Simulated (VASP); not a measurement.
# Be (P6_3/mmc) in VASP: notebook

The runs below take Be through relaxation of cell and atoms, single point, with r2SCAN.

Everything below comes from runs of VASP 6.6.1. Logs are shortened: lines on timing, memory, paths and dates and some standing lists are left out, and cuts for length are marked.

## 1. The cell of the first run

It takes space group P6_3/mmc (No. 194, hexagonal). Conventional cell: a = 1.976 Å, b = 1.976 Å, c = 3.142 Å, α = 90.00°, β = 90.00°, γ = 120.00°. Be (site symmetry -6m2) has 12 Be at 1.94 to 1.98 Å within 2.6 Å.

## 2. Relaxation of cell and atoms, r2SCAN, target pressure 94.7 GPa, at which the enthalpy is minimised

Input file POSCAR:

```
Be
1.0
    1.9762658392      0.0000000000      0.0000000000
   -0.9881329196      1.7114964214      0.0000000000
    0.0000000000      0.0000000000      3.1418869235
Be
2
Direct
    0.3333333333      0.6666666667      0.2500000000
    0.6666666667      0.3333333333      0.7500000000
```

Input file INCAR.step1:

```
SYSTEM = Be
PREC = Accurate
ENCUT = 600
ISMEAR = 0
SIGMA = 0.1
LREAL = .False.
LASPH = .True.
NELM = 100
GGA = PE
ALGO = Normal
EDIFF = 1E-4
LWAVE = .True.
LCHARG = .False.
```

Input file INCAR.step2:

```
SYSTEM = Be
PREC = Accurate
ENCUT = 600
EDIFF = 1E-6
ISMEAR = 0
SIGMA = 0.1
LREAL = .False.
LASPH = .True.
NELM = 100
ALGO = Normal
ISIF = 3
LWAVE = .False.
LCHARG = .False.
METAGGA = R2SCAN
LMIXTAU = .True.
IBRION = 2
NSW = 80
EDIFFG = -0.05
PSTRESS = 947.0
ISTART = 1
```

Input file KPOINTS:

```
Automatic mesh
0
Gamma
  12 12 6
  0 0 0
```

Potentials or basis: VASP PAW PBE potentials, release 64 (Be).

Command:

```bash
$ cat potpaw_PBE.64/Be/POTCAR > POTCAR
$ cp INCAR.step1 INCAR
$ mpirun -np 1 vasp_std > vasp.out
$ cp INCAR.step2 INCAR
$ mpirun -np 1 vasp_std > vasp.out
```

OUTCAR:

```text
SYSTEM = Be
   PREC = Accurate
   ENCUT = 600
   EDIFF = 1E-6
   ISMEAR = 0
   LREAL = .False.
   LASPH = .True.
   NELM = 100
   ISIF = 3
   METAGGA = R2SCAN
   IBRION = 2
   NSW = 80
   EDIFFG = -0.05
   PSTRESS = 947.0
   ISTART = 1

 ion  position               nearest neighbor table
   1  0.333  0.667  0.250-   2 1.94   2 1.94   2 1.94   2 1.94   2 1.94   2 1.94
   2  0.667  0.333  0.750-   1 1.94   1 1.94   1 1.94   1 1.94   1 1.94   1 1.94

  LATTYP: Found a hexagonal cell.
 ALAT       =     1.9762658392
 C/A-ratio  =     1.5898098632

  Lattice vectors:

 A1 = (   1.9762658392,   0.0000000000,   0.0000000000)
 A2 = (  -0.9881329196,   1.7114964214,   0.0000000000)
 A3 = (   0.0000000000,   0.0000000000,   3.1418869235)

Analysis of symmetry for initial positions (statically):
=====================================================================
 Subroutine PRICEL returns:
 Original cell was already a primitive cell.

 Routine SETGRP: Setting up the symmetry group for a
 hexagonal supercell.

 Subroutine GETGRP returns: Found 24 space group operations
 (whereof 12 operations were pure point group operations)
 out of a pool of 24 trial point group operations.

The static configuration has the point symmetry D_3d.
 The point group associated with its full space group is D_6h.

Analysis of symmetry for dynamics (positions and initial velocities):
=====================================================================
 Subroutine PRICEL returns:
 Original cell was already a primitive cell.

 Routine SETGRP: Setting up the symmetry group for a
 hexagonal supercell.

 Subroutine GETGRP returns: Found 24 space group operations
 (whereof 12 operations were pure point group operations)
 out of a pool of 24 trial point group operations.

The dynamic configuration has the point symmetry D_3d.
 The point group associated with its full space group is D_6h.

 Subroutine INISYM returns: Found 24 space group operations
 (whereof 12 operations are pure point group operations),
 and found     1 'primitive' translations

----------------------------------------------------------------------------------------

                                     Primitive cell

  volume of cell :      10.6270

  direct lattice vectors                    reciprocal lattice vectors
     1.976265839  0.000000000  0.000000000     0.506004800  0.292142007  0.000000000
    -0.988132920  1.711496421  0.000000000     0.000000000  0.584284015  0.000000000
     0.000000000  0.000000000  3.141886923     0.000000000  0.000000000  0.318280073

  length of vectors
     1.976265839  1.976265839  3.141886923     0.584284015  0.584284015  0.318280073

  position of ions in fractional coordinates (direct lattice)
     0.333333333  0.666666667  0.250000000
     0.666666667  0.333333333  0.750000000

  ion indices of the primitive-cell ions
   primitive index   ion index
                 1           1
                 2           2

----------------------------------------------------------------------------------------

 KPOINTS: Automatic mesh

Automatic generation of k-mesh.
 Grid dimensions read from file:
 generate k-points for:   12   12    6

 Generating k-lattice:

  Cartesian coordinates                     Fractional coordinates (reciprocal lattice)
     0.042167067  0.024345167  0.000000000     0.083333333  0.000000000  0.000000000
     0.000000000  0.048690335  0.000000000     0.000000000  0.083333333  0.000000000
     0.000000000  0.000000000  0.053046679     0.000000000  0.000000000  0.166666667

  Length of vectors
     0.048690335  0.048690335  0.053046679

  Shift w.r.t. Gamma in fractional coordinates (k-lattice)
     0.000000000  0.000000000  0.000000000

 Subroutine IBZKPT returns following result:
 ===========================================

 Found     76 irreducible k-points:

 Following reciprocal coordinates:
            Coordinates               Weight
  0.000000  0.000000  0.000000      1.000000
  0.083333  0.000000  0.000000      6.000000
  0.166667  0.000000  0.000000      6.000000
  0.250000  0.000000  0.000000      6.000000
  0.333333  0.000000  0.000000      6.000000
  0.416667  0.000000  0.000000      6.000000
[... 16 lines left out ...]
  0.250000  0.000000  0.166667     12.000000
  0.333333  0.000000  0.166667     12.000000
 [... further k-points ...]
   k-points           NKPTS =     76   k-points in BZ     NKDIM =     76   number of bands    NBANDS=      6
   number of dos      NEDOS =    301   number of ions     NIONS =      2
   total plane-waves  NPLWV =   7168
   dimension x,y,z NGX =    16 NGY =   16 NGZ =   28
   dimension x,y,z NGXF=    32 NGYF=   32 NGZF=   56
   ions per type =               2
   NGX,Y,Z   is equivalent  to a cutoff of  13.46, 13.46, 14.82 a.u.
   NGXF,Y,Z  is equivalent  to a cutoff of  26.92, 26.92, 29.63 a.u.
 SYSTEM =  Be
   PREC   = accura    normal or accurate (medium, high low for compatibility)
   ISTART =      1    job   : 0-new  1-cont  2-samecut
   ICHARG =      0    charge: 1-file 2-atom 10-const
   ISPIN  =      1    spin polarized calculation?
   LNONCOLLINEAR =      F non collinear calculations
   LSORBIT =      F    spin-orbit coupling
   LASPH  =      T    aspherical Exc in radial PAW
   ENCUT  =  600.0 eV  44.10 Ry    6.64 a.u.   3.95  3.95  6.28*2*pi/ulx,y,z
   NELM   =    100;   NELMIN=  2; NELMDL=  0     # of ELM steps
   EDIFF  = 0.1E-05   stopping-criterion for ELM
   LREAL  =      F    real-space projection
   EDIFFG = -.5E-01   stopping-criterion for IOM
   NSW    =     80    number of steps for IOM
   IBRION =      2    ionic relax: 0-MD 1-quasi-New 2-CG
   NFREE  =      1    steps in history (QN), initial steepest desc. (CG)
   ISIF   =      3    stress and relaxation
   ISYM   =      2    0-nonsym 1-usesym 2-fastsym
   POTIM  = 0.5000    time-step for ionic-motion
   TEBEG  =    0.0;   TEEND  =   0.0 temperature during run
   PSTRESS=  947.0 pullay stress
   NELECT =       4.0000    total number of electrons
   NUPDOWN=      -1.0000    fix difference up-down
   EMIN   =  10.00;   EMAX   =-10.00  energy-range for DOS
   EFERMI =   0.00;   METHOD = LEGACY
   ISMEAR =     0;   SIGMA  =   0.10  broadening in eV -4-tet -1-fermi 0-gaus
   EFERMI_NEDOS =   21; number of points for ismear=-14 and -15
   IALGO  =     38    algorithm
   IMIX   =      4    mixing-type and parameters
     AMIX     =   0.40;   BMIX     =  1.00
     AMIX_MAG =   1.60;   BMIX_MAG =  1.00
  volume/ion in A,a.u.               =       5.31        35.86
  Fermi-wavevector in a.u.,A,eV,Ry     =   1.182018  2.233691 19.009614  1.397167
  Thomas-Fermi vector in A             =   2.318281
   LORBIT       =      0    0 simple, 1 ext, 2 COOP (PROOUT), +10 PAW based schemes
   METAGGA = R2SCAN    functional components
   LHFCALC =     F    Hartree Fock is set to
   AEXX    =    0.0000 exact exchange contribution
   IVDW    =     0    specifies the selected vdW correction
   LEPSILON=     F    determine dielectric tensor
   LRPA    =     F    only Hartree local field effects (RPA)
 conjugate gradient relaxation of ions
 non-spin polarized calculation
 Gauss-broadening in eV      SIGMA  =   0.10
  energy-cutoff  :      600.00
  volume of cell :       10.63
 maximum number of plane-waves:       368
 NGX is ok and might be reduce to    16
   NGX =  7   NGY =  7   NGZ = 13

--------------------------------------- Ionic step        1  -------------------------------------------

 number of electron       4.0000000 magnetization

 Free energy of the ion-electron system (eV)
  ---------------------------------------------------
  ext. energy  EPLUGINS =         0.00000000
  ---------------------------------------------------
  free energy    TOTEN  =        -7.52345241 eV

  energy without entropy =       -7.52272398  energy(sigma->0) =       -7.52308820

------------------------ aborting loop because EDIFF is reached ----------------------------------------

  FORCE on cell =-STRESS in cart. coord.  units (eV):
  Direction    XX          YY          ZZ          XY          YZ          ZX
  --------------------------------------------------------------------------------------
  -------------------------------------------------------------------------------------
  Total        6.2706852      6.2706852      6.4834833     -0.0000000     -0.0000000      0.0000000
  in kB      945.3957994    945.3957994    977.4781721     -0.0000000     -0.0000000      0.0000000
  external PRESSURE =       9.0899236 kB  Pullay stress =     947.0000000 kB
[... 61 lines left out ...]
  enthalpy is  TOTEN    =        -1.2423333445 eV   P V=        6.3087156448

--------------------------------------- Ionic step        3  -------------------------------------------

 number of electron       4.0000000 magnetization

 Free energy of the ion-electron system (eV)
  ---------------------------------------------------
  ext. energy  EPLUGINS =         0.00000000
  ---------------------------------------------------
  free energy    TOTEN  =        -7.54109991 eV

  energy without entropy =       -7.54034183  energy(sigma->0) =       -7.54072087

 E-fermi :  11.0865     XC(G=0): -12.7377

 val. band max:       10.9469315641   @ k =   0.3333   0.3333   0.5000
 cond. band min:      11.1154261539   @ k =   0.2500   0.1667   0.0000
 fundamental gap:      0.1684945899
 Fermi energy:        11.0865280557

 k-point     1 :       0.0000    0.0000    0.0000
  band No.  band energies     occupation
      1      -3.7123      2.00000
      2       4.2210      2.00000
      3      13.3506      0.00000
      4      34.4300      0.00000
      5      34.4300      0.00000
      6      38.2479      0.00000

 k-point     2 :       0.0833    0.0000    0.0000
  band No.  band energies     occupation
      1      -3.4710      2.00000
      2       4.5875      2.00000
      3      13.3333      0.00000
      4      32.0488      0.00000
      5      32.6525      0.00000
      6      38.4370      0.00000
[... 190 lines left out ...]
 k-point    24 :       0.3333    0.0000    0.1667
  band No.  band energies     occupation
      1       0.4610      2.00000
      2       7.5028      2.00000
      3      14.0408      0.00000
      4      21.3989      0.00000
      5      25.5741      0.00000
      6      26.4160      0.00000

 [... further k-points ...]

------------------------ aborting loop because EDIFF is reached ----------------------------------------

  FORCE on cell =-STRESS in cart. coord.  units (eV):
  Direction    XX          YY          ZZ          XY          YZ          ZX
  --------------------------------------------------------------------------------------
  -------------------------------------------------------------------------------------
  Total        6.2772221      6.2772221      6.2928694      0.0000000      0.0000000      0.0000000
  in kB      943.7770128    943.7770128    946.1295840      0.0000000      0.0000000      0.0000000
  external PRESSURE =      -2.4387968 kB  Pullay stress =     947.0000000 kB
[... 17 lines left out ...]
  FREE ENERGIE OF THE ION-ELECTRON SYSTEM (eV)
  ---------------------------------------------------
  free  energy   TOTEN  =        -7.5410999148 eV

  energy  without entropy=       -7.5403418336  energy(sigma->0) =       -7.54072087

  enthalpy is  TOTEN    =        -1.2424412007 eV   P V=        6.2986587140

 reached required accuracy - stopping structural energy minimisation
```

It took 19 s on 1 thread of Intel Xeon 6975P-C (Granite Rapids), shared host; peak memory 0.12 GiB.

What came out:

```yaml
Free_energy: -7.5411 eV
Relaxed_volume: 5.33 Å³/atom
Relaxed_cell: a = 1.976 Å, b = 1.976 Å, c = 3.152 Å, α = 90.00°, β = 90.00°, γ = 120.00°
Space_group_after_relaxing_to_0.1_Å: P6_3/mmc (No. 194)
Energy_change_on_relaxing_the_run_minimises_the_enthalpy: -8.8 meV/atom
Ionic_steps: 3
Pressure_after_relaxing: 94.5 GPa
Band_gap_on_the_k_mesh: zero (bands 2 and 3 overlap by 2.49 eV)
```

Stress tensor (GPa, compression positive):
```
94.38  0.00  0.00
 0.00 94.38  0.00
 0.00  0.00 94.61
```

The path:
```
step  energy change (eV)  largest force (eV/Å)  pressure (GPa)  volume (Å³)
   1              0.0000                0.0000           95.61        10.63
   2             -0.0276                0.0000           93.84        10.67
   3             -0.0176                0.0000           94.46        10.66
```

Final structure:
```xyz
2
Lattice="1.9759 0.0000 0.0000 -0.9880 1.7112 0.0000 0.0000 0.0000 3.1516" Properties=species:S:1:pos:R:3 pbc="T T T"
Be    0.0000    1.1408    0.7879
Be    0.9880    0.5704    2.3637
```

Levels at points of the mesh, in eV from the Fermi level:
| k point | band 1 | band 2 | band 3 | band 4 | band 5 |
| --- | --- | --- | --- | --- | --- |
| (0.00, 0.00, 0.00) | -14.80 | -6.87 | 2.26 | 23.34 | 23.34 |
| (0.50, 0.00, 0.00) | -7.32 | -3.96 | 4.76 | 8.07 | 10.02 |
| (0.00, 0.00, 0.50) | -12.23 | -12.23 | 14.52 | 14.52 | 25.75 |
| (0.50, 0.00, 0.50) | -5.49 | -5.49 | 2.89 | 2.89 | 17.16 |

Caveat: the cell is relaxed towards a set pressure, so the run minimises the enthalpy, not the energy; the PAW data sets were made with another functional, which shifts forces and pressure a little.

## 3. Single point, r2SCAN

Input file POSCAR:

```
Be
1.0
    1.9734867090      0.0000000000      0.0000000000
   -0.9867433545      1.7090896240      0.0000000000
    0.0000000000      0.0000000000      3.1530681956
Be
2
Direct
    0.3333333333      0.6666666667      0.2500000000
    0.6666666667      0.3333333333      0.7500000000
```

Input file INCAR.step1:

```
SYSTEM = Be
  PREC = Accurate
  ENCUT = 520
  ISMEAR = -1
  SIGMA = 0.1
  LREAL = .False.
  LASPH = .True.
  NELM = 100
  NBANDS = 9
  GGA = PE
  ALGO = Normal
  EDIFF = 1E-4
  LWAVE = .True.
  LCHARG = .False.
```

Input file INCAR.step2:

```
SYSTEM = Be
  PREC = Accurate
  ENCUT = 520
  EDIFF = 1E-6
  ISMEAR = -1
  SIGMA = 0.1
  LREAL = .False.
  LASPH = .True.
  NELM = 100
  ALGO = Normal
  ISIF = 2
  LWAVE = .False.
  LCHARG = .False.
  METAGGA = R2SCAN
  LMIXTAU = .True.
  NBANDS = 9
  ISTART = 1
```

Input file KPOINTS:

```
Automatic mesh
0
Gamma
  24 24 14
  0 0 0
```

Potentials or basis: VASP PAW PBE potentials, release 64 (Be).

Command:

```bash
$ cat potpaw_PBE.64/Be/POTCAR > POTCAR
$ cp INCAR.step1 INCAR
$ mpirun -np 1 vasp_std > vasp.out
$ cp INCAR.step2 INCAR
$ mpirun -np 1 vasp_std > vasp.out
```

Wall time 49 s (1 thread of Intel Xeon 6975P-C (Granite Rapids), shared host); peak memory 0.15 GiB.

It converged, with:

* Free energy: -7.5226 eV
* Pressure: 95.3 GPa
* Band gap on the k mesh: zero (bands 2 and 3 overlap by 2.72 eV)

Stress tensor (GPa, compression positive):
```
95.24  0.00  0.00
 0.00 95.24  0.00
 0.00  0.00 95.39
```

Levels at points of the mesh, in eV from the Fermi level:
| k point | band 1 | band 2 | band 3 | band 4 | band 5 |
| --- | --- | --- | --- | --- | --- |
| (0.00, 0.00, 0.00) | -14.54 | -6.63 | 2.51 | 23.70 | 23.70 |
| (0.50, 0.00, 0.00) | -7.05 | -3.69 | 5.04 | 8.34 | 10.29 |
| (0.00, 0.00, 0.50) | -11.98 | -11.98 | 14.74 | 14.74 | 26.10 |
| (0.50, 0.00, 0.50) | -5.22 | -5.22 | 3.17 | 3.17 | 17.49 |

Caveat: the cell stands under pressure; the PAW data sets were made with another functional, which shifts forces and pressure a little.
